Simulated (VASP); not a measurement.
A run of VASP 6.6.1 is set up as follows.

INCAR

```
ALGO = Normal ; EDIFF = 1E-7
ENCUT = 520 ; GGA = PE
ISIF = 2 ; ISMEAR = 0
LASPH = True ; LCHARG = False
LREAL = False ; LWAVE = False
NBANDS = 14 ; NELM = 80
PREC = Accurate ; SIGMA = 0.02
```

The input KPOINTS:

```
k-points
0
Gamma
  8 8 8
```

Contents of POSCAR:

```
NaF
1.0
    0.0000000000      2.3497438232      2.3497438232
    2.3497438232      0.0000000000      2.3497438232
    2.3497438232      2.3497438232      0.0000000000
Na F
1 1
Direct
    0.0000000000      0.0000000000      0.0000000000
    0.5000000000      0.5000000000      0.5000000000
```

Potentials or basis: VASP PAW PBE potentials, release 64 (Na_pv, F).

Command:

```sh
$ cat potpaw_PBE.64/Na_pv/POTCAR potpaw_PBE.64/F/POTCAR > POTCAR
$ mpirun -np 1 vasp_std > vasp.out
```

Question: Estimate the band gap on the k mesh.

Answer: 6.08 eV, direct.

Question: Estimate the pressure.

Answer: -0.1 GPa.

As with any semilocal functional, this PBE gap is likely too small.
